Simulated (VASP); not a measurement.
Here is a VASP 6.6.1 calculation.

File INCAR:

```
SYSTEM = Ta
  ALGO = Normal
  EDIFF = 1E-6
  ENCUT = 520
  GGA = PE
  ISIF = 2
  ISMEAR = 0
  LASPH = .TRUE.
  LCHARG = .FALSE.
  LREAL = .FALSE.
  LWAVE = .FALSE.
  NBANDS = 12
  NELM = 60
  PREC = Accurate
  SIGMA = 0.017
```

The input KPOINTS:

```
k-points
0
G
  11 11 11
  0 0 0
```

File POSCAR:

```
Ta
1.0
   -1.6512800000      1.6512800000      1.6512800000
    1.6512800000     -1.6512800000      1.6512800000
    1.6512800000      1.6512800000     -1.6512800000
Ta
1
Direct
    0.0000000000      0.0000000000      0.0000000000
```

Potentials or basis: VASP PAW PBE potentials, release 64 (Ta_pv).

Run with:

```console
$ cat potpaw_PBE.64/Ta_pv/POTCAR > POTCAR
$ mpirun -np 1 vasp_std > vasp.out
```

Problem. Predict the pressure.

Solution. 2.2 GPa.
